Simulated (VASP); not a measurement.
Set up this calculation in VASP 6.6.1, as the native input.

```yaml
Task: single point
Functional: PBE
Potentials_or_basis: VASP PAW PBE potentials, release 64 (Mg, O)
Cutoff: 600 eV
k_mesh: 10 × 10 × 10
Occupations: gaussian, width 0.05 eV
Spin: no spin polarisation
Dipole_correction: no
Further_INCAR_settings: ALGO = Normal; EDIFF = 1e-06; NBANDS = 11
```

The structure of MgO lies in POSCAR:

```
MgO
1.0
    0.0000000000      2.1095627621      2.1095627621
    2.1095627621      0.0000000000      2.1095627621
    2.1095627621      2.1095627621      0.0000000000
Mg O
1 1
Direct
    0.0066530921      0.0066530921     -0.0066530921
    0.4898929056      0.4898929056      0.5101070944
```

One way to write it, as run:

INCAR

```
  PREC = Accurate
  ENCUT = 600
  EDIFF = 1E-6
  ISMEAR = 0
  SIGMA = 0.05
  LREAL = F
  LASPH = T
  NELM = 120
  ALGO = Normal
  ISIF = 2
  LWAVE = F
  LCHARG = F
  GGA = PE
  NBANDS = 11
  GGA_COMPAT = F
```

KPOINTS

```
Automatic mesh
0
Gamma
  10 10 10
```

Potentials or basis: VASP PAW PBE potentials, release 64 (Mg, O).

Launch:

```sh
$ cat potpaw_PBE.64/Mg/POTCAR potpaw_PBE.64/O/POTCAR > POTCAR
$ mpirun -np 1 vasp_std > vasp.out
```

Results of the run:

| Quantity | Value |
| --- | --- |
| Pressure | 3.3 GPa |
| Largest force | 0.396 eV/Å |
| Band gap on the k mesh | 4.68 eV, direct |

It took 13 s on 1 thread of Intel(R) Xeon(R) Platinum 8259CL CPU @ 2.50GHz (Skylake/Cascade Lake), on a shared host, peak memory 0.16 GiB.
